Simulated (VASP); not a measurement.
# Mg (P6_3/mmc) in VASP: further runs

The runs below take Mg through single point, with PBE.

All numbers are computed with VASP 6.6.1; they aren't measurements. Logs are shortened: lines on timing, memory, paths and dates and some standing lists are left out, and cuts for length are marked.

**1. The cell of the first run**

The structure is hexagonal, space group P6_3/mmc (No. 194). Conventional cell: a = 3.177 Å, b = 3.177 Å, c = 10.319 Å, α = 90.00°, β = 90.00°, γ = 120.00°. Within 4.2 Å of Mg (site symmetry -6m2) lie 12 Mg at 3.17 to 3.18 Å. Mg (site symmetry -3m) has 12 Mg at 3.17 to 3.18 Å within 4.2 Å.

**2. Single point, PBE**

INCAR

```
  PREC = Accurate
  ENCUT = 520
  EDIFF = 1E-6
  ISMEAR = 0
  SIGMA = 0.013000000000000001
  LREAL = F
  LASPH = T
  NELM = 60
  ALGO = Normal
  ISIF = 2
  LWAVE = F
  LCHARG = F
  GGA = PE
  NBANDS = 12
```

KPOINTS

```
Automatic mesh
0
Gamma
  10 10 3
```

POSCAR

```
Mg
1.0
    3.1768261656      0.0000000000      0.0000000000
   -1.5884130828      2.7512121628      0.0000000000
    0.0000000000      0.0000000000     10.3188620100
Mg
4
Direct
    0.6666666667      0.3333333333      0.7500000000
    0.0000000000      0.0000000000      0.5000000000
    0.3333333333      0.6666666667      0.2500000000
    0.0000000000      0.0000000000      0.0000000000
```

Potentials or basis: VASP PAW PBE potentials, release 64 (Mg).

On the command line:

```console
> cat potpaw_PBE.64/Mg/POTCAR > POTCAR
> mpirun -np 1 vasp_std > vasp.out
```

OUTCAR:

```text
PREC = Accurate
   ENCUT = 520
   EDIFF = 1E-6
   ISMEAR = 0
   LREAL = F
   LASPH = T
   NELM = 60
   ISIF = 2
   GGA = PE

 ion  position               nearest neighbor table
   1  0.667  0.333  0.750-   2 3.17   4 3.17   2 3.17   4 3.17   2 3.17   4 3.17
   2  0.000  0.000  0.500-   1 3.17   3 3.17   3 3.17   1 3.17   1 3.17   3 3.17
   3  0.333  0.667  0.250-   2 3.17   4 3.17   2 3.17   4 3.17   2 3.17   4 3.17
   4  0.000  0.000  0.000-   1 3.17   3 3.17   3 3.17   1 3.17   1 3.17   3 3.17

  LATTYP: Found a hexagonal cell.
 ALAT       =     3.1768261656
 C/A-ratio  =     3.2481670296

  Lattice vectors:

 A1 = (   3.1768261656,   0.0000000000,   0.0000000000)
 A2 = (  -1.5884130828,   2.7512121628,   0.0000000000)
 A3 = (   0.0000000000,   0.0000000000,  10.3188620100)

Analysis of symmetry for initial positions (statically):
=====================================================================
 Subroutine PRICEL returns:
 Original cell was already a primitive cell.

 Routine SETGRP: Setting up the symmetry group for a
 hexagonal supercell.

 Subroutine GETGRP returns: Found 24 space group operations
 (whereof 12 operations were pure point group operations)
 out of a pool of 24 trial point group operations.

The static configuration has the point symmetry D_3d.
 The point group associated with its full space group is D_6h.

Analysis of symmetry for dynamics (positions and initial velocities):
=====================================================================
 Subroutine PRICEL returns:
 Original cell was already a primitive cell.

 Routine SETGRP: Setting up the symmetry group for a
 hexagonal supercell.

 Subroutine GETGRP returns: Found 24 space group operations
 (whereof 12 operations were pure point group operations)
 out of a pool of 24 trial point group operations.

The dynamic configuration has the point symmetry D_3d.
 The point group associated with its full space group is D_6h.

 Subroutine INISYM returns: Found 24 space group operations
 (whereof 12 operations are pure point group operations),
 and found     1 'primitive' translations

----------------------------------------------------------------------------------------

                                     Primitive cell

  volume of cell :      90.1881

  direct lattice vectors                    reciprocal lattice vectors
     3.176826166  0.000000000  0.000000000     0.314779578  0.181738074  0.000000000
    -1.588413083  2.751212163  0.000000000     0.000000000  0.363476148  0.000000000
     0.000000000  0.000000000 10.318862010     0.000000000  0.000000000  0.096909911

  length of vectors
     3.176826166  3.176826166 10.318862010     0.363476148  0.363476148  0.096909911

  position of ions in fractional coordinates (direct lattice)
     0.666666667  0.333333333  0.750000000
     0.000000000  0.000000000  0.500000000
     0.333333333  0.666666667  0.250000000
     0.000000000  0.000000000  0.000000000

  ion indices of the primitive-cell ions
   primitive index   ion index
                 1           1
                 2           2
                 3           3
                 4           4

----------------------------------------------------------------------------------------

 KPOINTS: Automatic mesh

Automatic generation of k-mesh.
 Grid dimensions read from file:
 generate k-points for:   10   10    3

 Generating k-lattice:

  Cartesian coordinates                     Fractional coordinates (reciprocal lattice)
     0.031477958  0.018173807  0.000000000     0.100000000 -0.000000000  0.000000000
     0.000000000  0.036347615  0.000000000     0.000000000  0.100000000  0.000000000
     0.000000000  0.000000000  0.032303304     0.000000000  0.000000000  0.333333333

  Length of vectors
     0.036347615  0.036347615  0.032303304

  Shift w.r.t. Gamma in fractional coordinates (k-lattice)
     0.000000000  0.000000000  0.000000000

 Subroutine IBZKPT returns following result:
 ===========================================

 Found     28 irreducible k-points:

 Following reciprocal coordinates:
            Coordinates               Weight
  0.000000  0.000000  0.000000      1.000000
  0.100000  0.000000  0.000000      6.000000
  0.200000  0.000000  0.000000      6.000000
  0.300000  0.000000  0.000000      6.000000
  0.400000  0.000000  0.000000      6.000000
  0.500000  0.000000  0.000000      3.000000
[... 16 lines left out ...]
  0.300000  0.100000  0.333333     24.000000
  0.400000  0.100000  0.333333     24.000000
 [... further k-points ...]
   k-points           NKPTS =     28   k-points in BZ     NKDIM =     28   number of bands    NBANDS=     12
   number of dos      NEDOS =    301   number of ions     NIONS =      4
   total plane-waves  NPLWV =  46080
   dimension x,y,z NGX =    24 NGY =   24 NGZ =   80
   dimension x,y,z NGXF=    48 NGYF=   48 NGZF=  160
   ions per type =               4
   NGX,Y,Z   is equivalent  to a cutoff of  12.56, 12.56, 12.89 a.u.
   NGXF,Y,Z  is equivalent  to a cutoff of  25.12, 25.12, 25.78 a.u.
 SYSTEM =  unknown system
   PREC   = accura    normal or accurate (medium, high low for compatibility)
   ISTART =      0    job   : 0-new  1-cont  2-samecut
   ICHARG =      2    charge: 1-file 2-atom 10-const
   ISPIN  =      1    spin polarized calculation?
   LNONCOLLINEAR =      F non collinear calculations
   LSORBIT =      F    spin-orbit coupling
   LASPH  =      T    aspherical Exc in radial PAW
   ENCUT  =  520.0 eV  38.22 Ry    6.18 a.u.   5.91  5.91 19.19*2*pi/ulx,y,z
   NELM   =     60;   NELMIN=  2; NELMDL= -5     # of ELM steps
   EDIFF  = 0.1E-05   stopping-criterion for ELM
   LREAL  =      F    real-space projection
   EDIFFG = 0.1E-04   stopping-criterion for IOM
   NSW    =      0    number of steps for IOM
   IBRION =     -1    ionic relax: 0-MD 1-quasi-New 2-CG
   NFREE  =      0    steps in history (QN), initial steepest desc. (CG)
   ISIF   =      2    stress and relaxation
   ISYM   =      2    0-nonsym 1-usesym 2-fastsym
   POTIM  = 0.5000    time-step for ionic-motion
   TEBEG  =    0.0;   TEEND  =   0.0 temperature during run
   PSTRESS=    0.0 pullay stress
   NELECT =       8.0000    total number of electrons
   NUPDOWN=      -1.0000    fix difference up-down
   EMIN   =  10.00;   EMAX   =-10.00  energy-range for DOS
   EFERMI =   0.00;   METHOD = LEGACY
   ISMEAR =     0;   SIGMA  =   0.01  broadening in eV -4-tet -1-fermi 0-gaus
   EFERMI_NEDOS =   21; number of points for ismear=-14 and -15
   IALGO  =     38    algorithm
   IMIX   =      4    mixing-type and parameters
     AMIX     =   0.40;   BMIX     =  1.00
     AMIX_MAG =   1.60;   BMIX_MAG =  1.00
  volume/ion in A,a.u.               =      22.55       152.15
  Fermi-wavevector in a.u.,A,eV,Ry     =   0.730110  1.379708  7.252733  0.533061
  Thomas-Fermi vector in A             =   1.821999
   LORBIT       =      0    0 simple, 1 ext, 2 COOP (PROOUT), +10 PAW based schemes
   GGA     = PE    functional components
   LHFCALC =     F    Hartree Fock is set to
   AEXX    =    0.0000 exact exchange contribution
   IVDW    =     0    specifies the selected vdW correction
   LEPSILON=     F    determine dielectric tensor
   LRPA    =     F    only Hartree local field effects (RPA)
 non-spin polarized calculation
 Gauss-broadening in eV      SIGMA  =   0.01
  energy-cutoff  :      520.00
  volume of cell :       90.19
 maximum number of plane-waves:      2456
 NGX is ok and might be reduce to    24
   NGX = 11   NGY = 11   NGZ = 39

 number of electron       8.0000000 magnetization

 Free energy of the ion-electron system (eV)
  ---------------------------------------------------
  ext. energy  EPLUGINS =         0.00000000
  ---------------------------------------------------
  free energy    TOTEN  =        -5.99487015 eV

  energy without entropy =       -5.99477778  energy(sigma->0) =       -5.99482396

 E-fermi :   2.8279     XC(G=0):  -8.5467

 val. band max:        2.8190045441   @ k =   0.3000   0.3000   0.0000
 cond. band min:       2.8846557476   @ k =   0.3000   0.3000   0.3333
 fundamental gap:      0.0656512035
 Fermi energy:         2.8279163202

 k-point     1 :       0.0000    0.0000    0.0000
  band No.  band energies     occupation
      1      -4.2817      2.00000
      2      -2.8747      2.00000
      3      -2.8738      2.00000
      4       1.0115      2.00000
      5       1.4844      2.00000
      6       7.8009      0.00000
      7       7.8103      0.00000
      8      13.8012      0.00000
      9      13.8012      0.00000
     10      13.8778      0.00000
     11      13.8778      0.00000
     12      14.5864      0.00000

 k-point     2 :       0.1000    0.0000    0.0000
  band No.  band energies     occupation
      1      -4.0824      2.00000
      2      -2.6784      2.00000
      3      -2.6775      2.00000
      4       1.1931      2.00000
      5       1.6777      2.00000
      6       7.9449      0.00000
      7       7.9662      0.00000
      8      11.0481      0.00000
      9      12.0982      0.00000
     10      12.1770      0.00000
     11      12.3578      0.00000
     12      13.3170      0.00000

 k-point     3 :       0.2000    0.0000    0.0000
  band No.  band energies     occupation
      1      -3.4872      2.00000
      2      -2.0922      2.00000
      3      -2.0910      2.00000
      4       1.7383      2.00000
      5       2.2458      2.00000
      6       7.7097      0.00000
      7       8.2599      0.00000
      8       8.7152      0.00000
      9       9.2290      0.00000
     10       9.4436      0.00000
     11      11.1945      0.00000
     12      11.7557      0.00000
[... 286 lines left out ...]
 k-point    23 :       0.3000    0.1000    0.3333
  band No.  band energies     occupation
      1      -1.5710      2.00000
      2      -1.1134      2.00000
      3       0.6874      2.00000
      4       1.9935      2.00000
      5       4.0829      0.00000
      6       4.5187      0.00000
      7       5.7229      0.00000
      8       6.2931      0.00000
      9       7.3133      0.00000
     10       7.5533      0.00000
     11       8.3829      0.00000
     12       8.7850      0.00000

 k-point    24 :       0.4000    0.1000    0.3333
  band No.  band energies     occupation
      1      -0.0369      2.00000
      2       0.4083      2.00000
      3       1.8067      2.00000
      4       1.9753      2.00000
      5       2.5770      2.00000
      6       3.5123      0.00000
      7       4.1984      0.00000
      8       5.3902      0.00000
      9       6.8137      0.00000
     10       7.5308      0.00000
     11       8.1620      0.00000
     12       8.9693      0.00000

 [... further k-points ...]

------------------------ aborting loop because EDIFF is reached ----------------------------------------

  FORCE on cell =-STRESS in cart. coord.  units (eV):
  Direction    XX          YY          ZZ          XY          YZ          ZX
  --------------------------------------------------------------------------------------
  -------------------------------------------------------------------------------------
  Total        0.2135258      0.2135258      0.9889872      0.0000000      0.0000000      0.0000000
  in kB        3.7932508      3.7932508     17.5691970      0.0000000      0.0000000      0.0000000
  external PRESSURE =       8.3852329 kB  Pullay stress =       0.0000000 kB

 VOLUME and BASIS-vectors are now :
 -----------------------------------------------------------------------------
  energy-cutoff  :      520.00
  volume of cell :       90.19
      direct lattice vectors                 reciprocal lattice vectors
     3.176826166  0.000000000  0.000000000     0.314779578  0.181738074  0.000000000
    -1.588413083  2.751212163  0.000000000     0.000000000  0.363476148  0.000000000
     0.000000000  0.000000000 10.318862010     0.000000000  0.000000000  0.096909911

 POSITION                                       TOTAL-FORCE (eV/Angst)
 -----------------------------------------------------------------------------------
      1.58841      0.91707      7.73915        -0.000000      0.000000      0.000000
      0.00000      0.00000      5.15943        -0.000000      0.000000     -0.000000
     -0.00000      1.83414      2.57972         0.000000     -0.000000     -0.000000
      0.00000      0.00000      0.00000        -0.000000      0.000000     -0.000000
 -----------------------------------------------------------------------------------
    total drift:                                0.000000     -0.000000     -0.000000

  FREE ENERGIE OF THE ION-ELECTRON SYSTEM (eV)
  ---------------------------------------------------
  free  energy   TOTEN  =        -5.9948701461 eV

  energy  without entropy=       -5.9947777759  energy(sigma->0) =       -5.99482396
```

Wall time 22 s (1 thread of AMD EPYC 7R43 (Zen 3), shared host); peak memory 0.16 GiB.

What came out:

| Quantity | Value |
| --- | --- |
| Free energy | -5.9949 eV |
| Pressure | 0.8 GPa |
| Band gap on the k mesh | zero (band 4 reaches 3.37 eV, above the bottom of band 5 at 1.48 eV) |

**3. Single point, PBE**

INCAR

```
SYSTEM = Mg
PREC = Accurate
ENCUT = 520
EDIFF = 1E-7
ISMEAR = 0
SIGMA = 0.014
LREAL = .False.
LASPH = .True.
NELM = 80
ALGO = Normal
ISIF = 2
LWAVE = .False.
LCHARG = .True.
GGA = PE
LELF = .True.
LVHAR = .True.
NBANDS = 12
```

KPOINTS

```
regular mesh
0
Gamma
  10 10 3
  0 0 0
```

POSCAR is that of step 2.

Potentials or basis: VASP PAW PBE potentials, release 64 (Mg).

On the command line:

```console
> cat potpaw_PBE.64/Mg/POTCAR > POTCAR
> mpirun -np 1 vasp_std > vasp.out
```

It took 25 s on 1 thread of AMD EPYC 7R43 (Zen 3), shared host; peak memory 0.16 GiB.

The run converged. Its results:

```yaml
Free_energy: -5.9949 eV
Pressure: 0.8 GPa
Band_gap_on_the_k_mesh: zero (band 4 reaches 3.37 eV, above the bottom of band 5 at 1.48 eV)
```

Stress tensor (GPa, compression positive):
```
0.38 0.00 0.00
0.00 0.38 0.00
0.00 0.00 1.76
```

Levels at points of the mesh, in eV from the Fermi level:
| k point | band 1 | band 2 | band 3 | band 4 | band 5 | band 6 | band 7 | band 8 |
| --- | --- | --- | --- | --- | --- | --- | --- | --- |
| (0.00, 0.00, 0.00) | -7.11 | -5.70 | -5.70 | -1.82 | -1.34 | 4.97 | 4.98 | 10.97 |
| (0.50, 0.00, 0.00) | -2.27 | -2.26 | -1.19 | -1.17 | -0.61 | -0.58 | 2.68 | 2.85 |

**4. Single point, PBE**

INCAR

```
ALGO = Normal ; EDIFF = 1E-7
ENCUT = 520 ; GGA = PE
ISIF = 2 ; ISMEAR = 0
LASPH = True ; LCHARG = True
LELF = True ; LREAL = False
LVHAR = True ; LWAVE = False
NBANDS = 12 ; NELM = 80
PREC = Accurate ; SIGMA = 0.015
```

KPOINTS

```
k-points
0
Gamma
  10 10 3
```

POSCAR is that of step 3.

Potentials or basis: VASP PAW PBE potentials, release 64 (Mg).

On the command line:

```console
> cat potpaw_PBE.64/Mg/POTCAR > POTCAR
> mpirun -np 1 vasp_std > vasp.out
```

OUTCAR:

```text
EDIFF = 1E-7
   ENCUT = 520
   GGA = PE
   ISIF = 2
   ISMEAR = 0
   LASPH = True
   LREAL = False
   NELM = 80
   PREC = Accurate

 ion  position               nearest neighbor table
   1  0.667  0.333  0.750-   2 3.17   4 3.17   2 3.17   4 3.17   2 3.17   4 3.17
   2  0.000  0.000  0.500-   1 3.17   3 3.17   3 3.17   1 3.17   1 3.17   3 3.17
   3  0.333  0.667  0.250-   2 3.17   4 3.17   2 3.17   4 3.17   2 3.17   4 3.17
   4  0.000  0.000  0.000-   1 3.17   3 3.17   3 3.17   1 3.17   1 3.17   3 3.17

[... 556 lines left out ...]
     12       8.9693      0.00000

 [... further k-points ...]
[... 5 lines left out ...]
  --------------------------------------------------------------------------------------
  -------------------------------------------------------------------------------------
  Total        0.2136702      0.2136702      0.9889060      0.0000000      0.0000000      0.0000000
  in kB        3.7958164      3.7958164     17.5677548      0.0000000      0.0000000      0.0000000
  external PRESSURE =       8.3864626 kB  Pullay stress =       0.0000000 kB

 VOLUME and BASIS-vectors are now :
 -----------------------------------------------------------------------------
  energy-cutoff  :      520.00
  volume of cell :       90.19
      direct lattice vectors                 reciprocal lattice vectors
     3.176826166  0.000000000  0.000000000     0.314779578  0.181738074  0.000000000
    -1.588413083  2.751212163  0.000000000     0.000000000  0.363476148  0.000000000
     0.000000000  0.000000000 10.318862010     0.000000000  0.000000000  0.096909911

 POSITION                                       TOTAL-FORCE (eV/Angst)
 -----------------------------------------------------------------------------------
      1.58841      0.91707      7.73915        -0.000000      0.000000      0.000000
      0.00000      0.00000      5.15943        -0.000000      0.000000      0.000000
     -0.00000      1.83414      2.57972         0.000000      0.000000     -0.000000
      0.00000      0.00000      0.00000        -0.000000      0.000000      0.000000
 -----------------------------------------------------------------------------------
    total drift:                                0.000000     -0.000000     -0.000000

  FREE ENERGIE OF THE ION-ELECTRON SYSTEM (eV)
  ---------------------------------------------------
  free  energy   TOTEN  =        -5.9948843808 eV

  energy  without entropy=       -5.9947767626  energy(sigma->0) =       -5.99483057
```

Run time: 23 s. Hardware: 1 thread of AMD EPYC 7R43 (Zen 3), shared host; peak memory 0.17 GiB.

What came out:

- Free energy: -5.9949 eV
- Pressure: 0.8 GPa
- Band gap on the k mesh: zero (band 4 reaches 3.37 eV, above the bottom of band 5 at 1.48 eV)

Stress tensor (GPa, compression positive):
```
0.38 0.00 0.00
0.00 0.38 0.00
0.00 0.00 1.76
```

**5. Single point, PBE**

INCAR

```
ALGO = Fast ; EDIFF = 1E-7
ENCUT = 520 ; GGA = PE
ISIF = 2 ; ISMEAR = 0
LASPH = True ; LCHARG = True
LELF = True ; LREAL = False
LVHAR = True ; LWAVE = False
NBANDS = 12 ; NELM = 100
PREC = Accurate ; SIGMA = 0.016
```

KPOINTS is that of step 4.

POSCAR is that of step 4.

On the command line:

```console
> cat potpaw_PBE.64/Mg/POTCAR > POTCAR
> mpirun -np 1 vasp_std > vasp.out
```

Wall time 24 s (1 thread of AMD EPYC 7R43 (Zen 3), shared host); peak memory 0.17 GiB.

Results (log left out):

```
Free energy            : -5.9949 eV
Pressure               : 0.8 GPa
Band gap on the k mesh : zero (band 4 reaches 3.37 eV, above the bottom of band 5 at 1.48 eV)
```

Stress tensor (GPa, compression positive):
```
0.38 0.00 0.00
0.00 0.38 0.00
0.00 0.00 1.76
```

Levels at points of the mesh, in eV from the Fermi level:
```
           k point  band 1  band 2  band 3  band 4  band 5  band 6  band 7  band 8
(0.00, 0.00, 0.00)   -7.11   -5.70   -5.70   -1.82   -1.35    4.97    4.98   10.97
(0.50, 0.00, 0.00)   -2.27   -2.26   -1.19   -1.17   -0.61   -0.58    2.67    2.84
```

(Part 1 of 2 ends here.)
